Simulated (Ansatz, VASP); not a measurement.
**Two plane-wave programs on Pb**

The input INCAR:

```
  PREC = Accurate
  ENCUT = 520
  EDIFF = 1E-6
  ISMEAR = 0
  SIGMA = 0.15
  LREAL = F
  LASPH = T
  NELM = 60
  ALGO = Fast
  ISIF = 2
  LWAVE = F
  LCHARG = T
  GGA = PE
  LELF = T
  LVHAR = T
  NBANDS = 13
```

KPOINTS

```
Automatic mesh
0
Gamma
  18 18 18
```

POSCAR

```
Pb
1.0
    0.0000000000      2.3925676403      2.6318244044
    2.3925676403      0.0000000000      2.6318244044
    2.3925676403      2.3925676403      0.0000000000
Pb
1
Direct
    0.0000000000      0.0000000000      0.0000000000
```

Input for Ansatz:

```yaml
crystal:
  lattice:
    - [0.0, 2.3925676403, 2.6318244044]
    - [2.3925676403, 0.0, 2.6318244044]
    - [2.3925676403, 2.3925676403, 0.0]
  atoms:
    - { symbol: Pb, position: [0.0, 0.0, 0.0] }
basis:
  ecutwfc: 420
kpoints:
  mp_grid: { grid: [18, 18, 18] }
hamiltonian:
  xc: pbe
scf:
  occupations: { method: gaussian, width: 0.15 }
output:
  forces: true
  stress: true
  eigenvalues: true
```

Alike in both runs: task single point; functional PBE; k mesh 18 × 18 × 18; occupations gaussian, width 0.15 eV; no spin polarisation.

```csv
,VASP,Ansatz
version,VASP 6.6.1,Ansatz 0.2.0
potentials or method,"VASP PAW PBE potentials, release 64 (Pb_d), cutoff 520 eV","scalar-relativistic, plane waves, PAW"
valence electrons in the cell,14,14
```

```csv
,VASP,Ansatz,Ansatz less VASP
gap on the k mesh at the Fermi level (eV),none,none,-
pressure (GPa),2.8,2.8,+0.02
"traceless stress, the component that is largest in VASP (GPa)",-1.06,-1.06,+0.003
```

A gap of «none» marks a metal or a gap that the smearing closes.

Neither program's run includes spin-orbit coupling.
